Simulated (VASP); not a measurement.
Runs of VASP 6.6.1 on SiC (Moissanite 3C). The structure is that of space group F-43m (No. 216), or close to it. The cells are those of the table. 

```csv
cell,gap on the mesh (eV),pressure (GPa)
"a = 3.098, b = 3.098, c = 3.051 Å, angles 60.5, 60.5, 59.0°, 2 atoms",(b),3.2
"a = 3.082 Å, angles 60.0°, 2 atoms",1.36,3.2
"a = 3.067, b = 3.067, c = 3.112 Å, angles 59.5, 59.5, 61.0°, 2 atoms",1.05,3.2
"a = 3.116, b = 3.116, c = 3.020 Å, angles 61.0, 61.0, 58.0°, 2 atoms",(a),3.0
```

Alike in all rows: task single point; level PBE; potentials or basis VASP PAW PBE potentials, release 64 (Si, C); no spin polarisation; k mesh 8 × 8 × 8; cutoff (eV) 520; smearing fermi-dirac 0.02 eV.

Estimate the missing entries.

(a) 1.04; (b) 1.20.

A k mesh can miss the band edges.
